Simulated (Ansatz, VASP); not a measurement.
**MgO in VASP and in Ansatz**

```
Mg O
1.0
    -0.01054    2.10850    2.10850
     2.10850   -0.01054    2.10850
     2.09796    2.09796    0.00000
Mg O
1 1
Cartesian
  0.0000 0.0000 0.0000
  2.0980 2.0980 2.1085
```

Alike in both runs: task single point; functional LDA; k mesh 8 × 8 × 8; occupations fermi-dirac, width 0.02 eV; no spin polarisation.

|  | VASP | Ansatz |
| --- | --- | --- |
| version | VASP 6.6.1 | Ansatz 0.2.0 |
| potentials or method | VASP PAW LDA potentials, release 64 (Mg_sv, O), cutoff 840 eV | plane waves, PAW |
| valence electrons in the cell | 16 | 16 |

Ansatz gave:

```
pressure (GPa)                                                : -6.5
traceless stress, the component that is largest in VASP (GPa) : 1.46
```

Task: Estimate VASP's values.

Result: Pressure (GPa): -6.1; traceless stress, the component that is largest in VASP (GPa): 1.46.

LDA's correlation is that of Perdew and Zunger in VASP and of Perdew and Wang (1992) in Ansatz.
